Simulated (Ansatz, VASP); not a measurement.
**Cu2P in VASP and in Ansatz**

```
Cu P
1.0
     2.50985    0.00000    0.00000
     0.00000    2.54923    0.00000
     0.00000    0.00000    6.49509
Cu P
2 1
Direct
  0.00000 0.00000 0.68141
  0.00000 0.00000 0.31859
  0.50000 0.00000 0.00000
```

Alike in both runs: functional PBE; k mesh 16 × 16 × 8; occupations gaussian, width 0.1 eV; no spin polarisation.

Ansatz relaxed the structure, and its values are those at the end. VASP's run is a single point on that final structure, the one shown.

|  | VASP | Ansatz |
| --- | --- | --- |
| version | VASP 6.6.1 | Ansatz 0.2.0 |
| potentials or method | VASP PAW PBE potentials, release 64 (Cu, P), cutoff 520 eV | scalar-relativistic, plane waves, PAW |
| valence electrons in the cell | 27 | 43 |

```csv
,VASP,Ansatz,Ansatz less VASP
gap on the k mesh at the Fermi level (eV),none,none,-
pressure (GPa),0.3,0.0,-0.30
```

A gap of «none» marks a metal or a gap that the smearing closes. VASP's potentials hold 27 valence electrons a cell and Ansatz's 43, so a difference there can come from the potentials and not from the codes.
